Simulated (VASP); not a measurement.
Input of a VASP 6.6.1 run:

File INCAR:

```
SYSTEM = BaZrO3
PREC = Accurate
ENCUT = 910
EDIFF = 1E-6
ISMEAR = 0
SIGMA = 0.01
LREAL = .False.
LASPH = .True.
NELM = 120
ALGO = Normal
ISIF = 2
LWAVE = .False.
LCHARG = .False.
GGA = CA
NBANDS = 28
GGA_COMPAT = .False.
```

Contents of KPOINTS:

```
Automatic mesh
0
Gamma
  4 4 4
  0 0 0
```

POSCAR

```
BaZrO3
1.0
    4.0776548946      0.0000000000      0.0000000000
    0.0000000000      4.0776548946      0.0000000000
    0.0000000000      0.0000000000      4.0776548946
Ba Zr O
1 1 3
Direct
    0.0000000000      0.0000000000      0.0000000000
    0.5000000000      0.5000000000      0.5000000000
    0.0000000000      0.5000000000      0.5000000000
    0.5000000000      0.0000000000      0.5000000000
    0.5000000000      0.5000000000      0.0000000000
```

Potentials or basis: VASP PAW LDA potentials, release 64 (Ba_sv, Zr_sv, O_h).

Launch:

```sh
$ cat potpaw_LDA.64/Ba_sv/POTCAR potpaw_LDA.64/Zr_sv/POTCAR potpaw_LDA.64/O_h/POTCAR > POTCAR
$ mpirun -np 1 vasp_std > vasp.out
```

Question: What does it give for the band gap on the k mesh?

Answer: 3.23 eV, indirect (least direct gap 3.32 eV).

Question: Predict the pressure.

Answer: 11.6 GPa.

Caveat: the cutoff is under 1.25 times the usual one of these potentials, so pressure, stress and relaxed cells hold a basis-set (Pulay) error; spin-orbit coupling is left out, which moves the levels of the heavy elements. A k mesh can miss the band edges.
